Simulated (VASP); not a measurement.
A run of VASP 6.6.1:

Contents of POSCAR:

```
W
1.0
   -1.5810474221      1.5810474221      1.5810474221
    1.5810474221     -1.5810474221      1.5810474221
    1.5810474221      1.5810474221     -1.5810474221
W
1
Direct
    0.0000000000      0.0000000000      0.0000000000
```

INCAR.step1

```
SYSTEM = W
  PREC = Accurate
  ENCUT = 600
  ISMEAR = 0
  SIGMA = 0.1
  LREAL = .FALSE.
  LASPH = .TRUE.
  NELM = 100
  GGA = PE
  ALGO = Normal
  EDIFF = 1E-4
  LWAVE = .TRUE.
  LCHARG = .FALSE.
```

The input INCAR.step2:

```
SYSTEM = W
  PREC = Accurate
  ENCUT = 600
  EDIFF = 1E-6
  ISMEAR = 0
  SIGMA = 0.1
  LREAL = .FALSE.
  LASPH = .TRUE.
  NELM = 100
  ALGO = Normal
  ISIF = 3
  LWAVE = .FALSE.
  LCHARG = .FALSE.
  METAGGA = R2SCAN
  LMIXTAU = .TRUE.
  LUSE_VDW = .TRUE.
  IVDW_NL = 2
  BPARAM = 11.95
  CPARAM = 0.0093
  IBRION = 2
  NSW = 100
  EDIFFG = -0.002
  ISTART = 1
```

KPOINTS

```
regular mesh
0
G
  18 18 18
  0 0 0
```

Potentials or basis: VASP PAW PBE potentials, release 64 (W_sv).

The run is started by

```bash
$ cat potpaw_PBE.64/W_sv/POTCAR > POTCAR
$ cp INCAR.step1 INCAR
$ mpirun -np 1 vasp_std > vasp.out
$ cp INCAR.step2 INCAR
$ mpirun -np 1 vasp_std > vasp.out
```

Hardware: 1 thread of Intel(R) Xeon(R) 6975P-C (Granite Rapids), with other jobs on the host.

Estimate the wall time of this run.

It took 2.5 min on 1 thread of Intel(R) Xeon(R) 6975P-C (Granite Rapids), on a shared host, peak memory 0.25 GiB. Counts: k points 195, ion steps 3.
